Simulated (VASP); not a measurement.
# MgAu (Pm-3m) in VASP: further runs

MgAu is run at these levels: LDA; tasks: electric field gradients.

All numbers are computed with VASP 6.6.1; they aren't measurements. Logs are shortened: lines on timing, memory, paths and dates and some standing lists are left out, and cuts for length are marked.

## 1. The cell of the first run

The structure is cubic, space group Pm-3m (No. 221). Conventional cell: a = 3.215 Å, b = 3.215 Å, c = 3.215 Å, α = 90.00°, β = 90.00°, γ = 90.00°. Within 3.7 Å of Mg (site symmetry m-3m) lie 8 Au at 2.78 Å and 6 Mg at 3.21 Å. Within 3.7 Å of Au (site symmetry m-3m) lie 8 Mg at 2.78 Å and 6 Au at 3.21 Å.

## 2. Electric field gradients, LDA (volume scaled by 0.96)

Contents of INCAR:

```
SYSTEM = MgAu
PREC = Accurate ; ENCUT = 520
EDIFF = 1E-8 ; ISMEAR = -1
SIGMA = 0.05 ; LREAL = .FALSE.
LASPH = .TRUE. ; NELM = 100
ALGO = Normal ; ISIF = 2
LWAVE = .FALSE. ; LCHARG = .FALSE.
GGA = CA ; LEFG = .TRUE.
NBANDS = 14
```

Contents of KPOINTS:

```
Automatic mesh
0
G
  13 13 13
  0 0 0
```

Contents of POSCAR:

```
MgAu
1.0
    3.2149540601      0.0000000000      0.0000000000
    0.0000000000      3.2149540601      0.0000000000
    0.0000000000      0.0000000000      3.2149540601
Mg Au
1 1
Direct
    0.5000000000      0.5000000000      0.5000000000
    0.0000000000      0.0000000000      0.0000000000
```

Potentials or basis: VASP PAW LDA potentials, release 64 (Mg, Au).

The run is started by

```bash
$ cat potpaw_LDA.64/Mg/POTCAR potpaw_LDA.64/Au/POTCAR > POTCAR
$ mpirun -np 1 vasp_std > vasp.out
```

OUTCAR:

```text
SYSTEM = MgAu
   PREC = Accurate
   ENCUT = 520
   EDIFF = 1E-8
   ISMEAR = -1
   LREAL = .FALSE.
   LASPH = .TRUE.
   NELM = 100
   ISIF = 2
   GGA = CA

 ion  position               nearest neighbor table
   1  0.500  0.500  0.500-   2 2.78   2 2.78   2 2.78   2 2.78   2 2.78   2 2.78   2 2.78   2 2.78

   2  0.000  0.000  0.000-   1 2.78   1 2.78   1 2.78   1 2.78   1 2.78   1 2.78   1 2.78   1 2.78

  LATTYP: Found a simple cubic cell.
 ALAT       =     3.2149540601

  Lattice vectors:

 A1 = (   3.2149540601,   0.0000000000,   0.0000000000)
 A2 = (   0.0000000000,   3.2149540601,   0.0000000000)
 A3 = (   0.0000000000,   0.0000000000,   3.2149540601)

Analysis of symmetry for initial positions (statically):
=====================================================================
 Subroutine PRICEL returns:
 Original cell was already a primitive cell.

 Routine SETGRP: Setting up the symmetry group for a
 simple cubic supercell.

 Subroutine GETGRP returns: Found 48 space group operations
 (whereof 48 operations were pure point group operations)
 out of a pool of 48 trial point group operations.

The static configuration has the point symmetry O_h .

Analysis of symmetry for dynamics (positions and initial velocities):
=====================================================================
 Subroutine PRICEL returns:
 Original cell was already a primitive cell.

 Routine SETGRP: Setting up the symmetry group for a
 simple cubic supercell.

 Subroutine GETGRP returns: Found 48 space group operations
 (whereof 48 operations were pure point group operations)
 out of a pool of 48 trial point group operations.

The dynamic configuration has the point symmetry O_h .

 Subroutine INISYM returns: Found 48 space group operations
 (whereof 48 operations are pure point group operations),
 and found     1 'primitive' translations

----------------------------------------------------------------------------------------

                                     Primitive cell

  volume of cell :      33.2295

  direct lattice vectors                    reciprocal lattice vectors
     3.214954060  0.000000000  0.000000000     0.311046435  0.000000000  0.000000000
     0.000000000  3.214954060  0.000000000     0.000000000  0.311046435  0.000000000
     0.000000000  0.000000000  3.214954060     0.000000000  0.000000000  0.311046435

  length of vectors
     3.214954060  3.214954060  3.214954060     0.311046435  0.311046435  0.311046435

  position of ions in fractional coordinates (direct lattice)
     0.500000000  0.500000000  0.500000000
     0.000000000  0.000000000  0.000000000

  ion indices of the primitive-cell ions
   primitive index   ion index
                 1           1
                 2           2

----------------------------------------------------------------------------------------

 KPOINTS: Automatic mesh

Automatic generation of k-mesh.
 Grid dimensions read from file:
 generate k-points for:   13   13   13

 Generating k-lattice:

  Cartesian coordinates                     Fractional coordinates (reciprocal lattice)
     0.023926649  0.000000000  0.000000000     0.076923077  0.000000000  0.000000000
     0.000000000  0.023926649  0.000000000     0.000000000  0.076923077  0.000000000
     0.000000000  0.000000000  0.023926649     0.000000000  0.000000000  0.076923077

  Length of vectors
     0.023926649  0.023926649  0.023926649

  Shift w.r.t. Gamma in fractional coordinates (k-lattice)
     0.000000000  0.000000000  0.000000000

 Subroutine IBZKPT returns following result:
 ===========================================

 Found     84 irreducible k-points:

 Following reciprocal coordinates:
            Coordinates               Weight
  0.000000  0.000000  0.000000      1.000000
  0.076923  0.000000  0.000000      6.000000
  0.153846  0.000000  0.000000      6.000000
  0.230769  0.000000  0.000000      6.000000
  0.307692  0.000000  0.000000      6.000000
  0.384615  0.000000  0.000000      6.000000
[... 16 lines left out ...]
  0.307692  0.307692  0.000000     12.000000
  0.384615  0.307692  0.000000     24.000000
 [... further k-points ...]
   k-points           NKPTS =     84   k-points in BZ     NKDIM =     84   number of bands    NBANDS=     14
   number of dos      NEDOS =    301   number of ions     NIONS =      2
   total plane-waves  NPLWV =  13824
   dimension x,y,z NGX =    24 NGY =   24 NGZ =   24
   dimension x,y,z NGXF=    48 NGYF=   48 NGZF=   48
   ions per type =               1   1
   NGX,Y,Z   is equivalent  to a cutoff of  12.41, 12.41, 12.41 a.u.
   NGXF,Y,Z  is equivalent  to a cutoff of  24.82, 24.82, 24.82 a.u.
 SYSTEM =  MgAu
   PREC   = accura    normal or accurate (medium, high low for compatibility)
   ISTART =      0    job   : 0-new  1-cont  2-samecut
   ICHARG =      2    charge: 1-file 2-atom 10-const
   ISPIN  =      1    spin polarized calculation?
   LNONCOLLINEAR =      F non collinear calculations
   LSORBIT =      F    spin-orbit coupling
   LASPH  =      T    aspherical Exc in radial PAW
   ENCUT  =  520.0 eV  38.22 Ry    6.18 a.u.   5.98  5.98  5.98*2*pi/ulx,y,z
   NELM   =    100;   NELMIN=  2; NELMDL= -5     # of ELM steps
   EDIFF  = 0.1E-07   stopping-criterion for ELM
   LREAL  =      F    real-space projection
   EDIFFG = 0.1E-06   stopping-criterion for IOM
   NSW    =      0    number of steps for IOM
   IBRION =     -1    ionic relax: 0-MD 1-quasi-New 2-CG
   NFREE  =      0    steps in history (QN), initial steepest desc. (CG)
   ISIF   =      2    stress and relaxation
   ISYM   =      2    0-nonsym 1-usesym 2-fastsym
   POTIM  = 0.5000    time-step for ionic-motion
   TEBEG  =    0.0;   TEEND  =   0.0 temperature during run
   PSTRESS=    0.0 pullay stress
   NELECT =      13.0000    total number of electrons
   NUPDOWN=      -1.0000    fix difference up-down
   EMIN   =  10.00;   EMAX   =-10.00  energy-range for DOS
   EFERMI =   0.00;   METHOD = LEGACY
   ISMEAR =    -1;   SIGMA  =   0.05  broadening in eV -4-tet -1-fermi 0-gaus
   EFERMI_NEDOS =   21; number of points for ismear=-14 and -15
   IALGO  =     38    algorithm
   IMIX   =      4    mixing-type and parameters
     AMIX     =   0.40;   BMIX     =  1.00
     AMIX_MAG =   1.60;   BMIX_MAG =  1.00
  volume/ion in A,a.u.               =      16.61       112.12
  Fermi-wavevector in a.u.,A,eV,Ry     =   1.197332  2.262629 19.505358  1.433603
  Thomas-Fermi vector in A             =   2.333249
   LORBIT       =      0    0 simple, 1 ext, 2 COOP (PROOUT), +10 PAW based schemes
   GGA     = CA    functional components
   LHFCALC =     F    Hartree Fock is set to
   AEXX    =    0.0000 exact exchange contribution
   IVDW    =     0    specifies the selected vdW correction
   LEPSILON=     F    determine dielectric tensor
   LRPA    =     F    only Hartree local field effects (RPA)
 non-spin polarized calculation
  energy-cutoff  :      520.00
  volume of cell :       33.23
 maximum number of plane-waves:       912
 NGX is ok and might be reduce to    24
   NGX = 11   NGY = 11   NGZ = 11

 number of electron      13.0000003 magnetization

 Free energy of the ion-electron system (eV)
  ---------------------------------------------------
  ext. energy  EPLUGINS =         0.00000000
  ---------------------------------------------------
  free energy    TOTEN  =        -7.61747890 eV

  energy without entropy =       -7.61222035  energy(sigma->0) =       -7.61484962

 E-fermi :   7.1308     XC(G=0): -11.4661

 val. band max:        7.1126482012   @ k =   0.4615   0.4615   0.0000
 cond. band min:       7.1586336489   @ k =   0.3077   0.0769   0.0000
 fundamental gap:      0.0459854476
 Fermi energy:         7.1307929659

 k-point     1 :       0.0000    0.0000    0.0000
  band No.  band energies     occupation
      1      -2.3162      2.00000
      2       1.0683      2.00000
      3       1.0683      2.00000
      4       2.9768      2.00000
      5       2.9768      2.00000
      6       2.9768      2.00000
      7      12.6153      0.00000
      8      12.6153      0.00000
      9      12.6153      0.00000
     10      16.2813      0.00000
     11      16.2813      0.00000
     12      17.7966      0.00000
     13      24.8196      0.00000
     14      24.8196      0.00000
[... 375 lines left out ...]
 k-point    24 :       0.3846    0.3077    0.0000
  band No.  band energies     occupation
      1       0.5694      2.00000
      2       1.1131      2.00000
      3       2.3854      2.00000
      4       2.4428      2.00000
      5       2.5457      2.00000
      6       3.1744      2.00000
      7       6.7561      1.99889
      8       9.3826      0.00000
      9      13.3359      0.00000
     10      17.3656      0.00000
     11      18.2537      0.00000
     12      19.9820      0.00000
     13      20.5548      0.00000
     14      22.9011      0.00000

 [... further k-points ...]
[... 5 lines left out ...]
  --------------------------------------------------------------------------------------
  -------------------------------------------------------------------------------------
  Total       -0.0116405     -0.0116405     -0.0116405      0.0000000      0.0000000     -0.0000000
  in kB       -0.5612499     -0.5612499     -0.5612499      0.0000000      0.0000000     -0.0000000
  external PRESSURE =      -0.5612499 kB  Pullay stress =       0.0000000 kB

 VOLUME and BASIS-vectors are now :
 -----------------------------------------------------------------------------
  energy-cutoff  :      520.00
  volume of cell :       33.23
      direct lattice vectors                 reciprocal lattice vectors
     3.214954060  0.000000000  0.000000000     0.311046435  0.000000000  0.000000000
     0.000000000  3.214954060  0.000000000     0.000000000  0.311046435  0.000000000
     0.000000000  0.000000000  3.214954060     0.000000000  0.000000000  0.311046435

 POSITION                                       TOTAL-FORCE (eV/Angst)
 -----------------------------------------------------------------------------------
      1.60748      1.60748      1.60748         0.000000      0.000000      0.000000
      0.00000      0.00000      0.00000         0.000000      0.000000      0.000000
 -----------------------------------------------------------------------------------
    total drift:                                0.000000      0.000000      0.000000

  FREE ENERGIE OF THE ION-ELECTRON SYSTEM (eV)
  ---------------------------------------------------
  free  energy   TOTEN  =        -7.6174788967 eV

  energy  without entropy=       -7.6122203514  energy(sigma->0) =       -7.61484962

 Electric field gradients (V/A^2)
---------------------------------------------------------------------
 ion       V_xx      V_yy      V_zz      V_xy      V_xz      V_yz
---------------------------------------------------------------------
   1      -0.000     0.000    -0.000     0.000    -0.000    -0.000
   2       0.000    -0.000     0.000     0.000    -0.000    -0.000
---------------------------------------------------------------------

 Electric field gradients after diagonalization (V/A^2)
 (convention: |V_zz| > |V_xx| > |V_yy|)
----------------------------------------------------------------------
 ion       V_xx      V_yy      V_zz     asymmetry (V_yy - V_xx)/ V_zz
----------------------------------------------------------------------
   1       0.000    -0.000    -0.000       0.082
   2      -0.000     0.000     0.000       0.384
----------------------------------------------------------------------

           NMR quadrupolar parameters

 Cq : quadrupolar parameter    Cq=e*Q*V_zz/h
 eta: asymmetry parameters     (V_yy - V_xx)/ V_zz
 Q  : nuclear electric quadrupole moment in mb (millibarn)
----------------------------------------------------------------------
 ion       Cq(MHz)       eta       Q (mb)
----------------------------------------------------------------------
   1      -0.000       0.082       1.000
   2       0.000       0.384       1.000
----------------------------------------------------------------------
```

Wall time 11 s (1 thread of Intel Xeon 6975P-C, shared host); peak memory 0.16 GiB.

What came out:

```
Free energy : -7.6175 eV
Pressure    : -0.1 GPa
```

Caveat: without QUAD_EFG the Cq values of the log hold for a quadrupole moment of 1 mb, not for the nuclei; spin-orbit coupling is left out, which moves the levels of the heavy elements.

(Part 1 of 2 ends here.)
